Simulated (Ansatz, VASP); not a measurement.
# One calculation of MgO, two programs

```
Mg O
1.0
     0.00000    2.07961    2.07961
     2.07961    0.00000    2.07961
     2.07961    2.07961    0.00000
Mg O
1 1
Direct
  0.00000 0.00000 0.00000
  0.50000 0.50000 0.50000
```

Alike in both runs: functional LDA; k mesh 10 × 10 × 10; occupations gaussian, width 0.02 eV; no spin polarisation.

Ansatz relaxed the structure, and its values are those at the end. VASP's run is a single point on that final structure, the one shown.

|  | VASP | Ansatz |
| --- | --- | --- |
| version | VASP 6.6.1 | Ansatz 0.2.0 |
| potentials or method | VASP PAW LDA potentials, release 64 (Mg_sv, O), cutoff 840 eV | scalar-relativistic, plane waves, PAW |
| valence electrons in the cell | 16 | 16 |

```csv
,VASP,Ansatz,Ansatz less VASP
gap on the k mesh at the Fermi level (eV),5.04,5.03,-0.011
least direct gap on the mesh (eV),5.04,5.03,-0.011
pressure (GPa),0.6,0.0,-0.63
```

LDA's correlation is that of Perdew and Zunger in VASP and of Perdew and Wang (1992) in Ansatz.
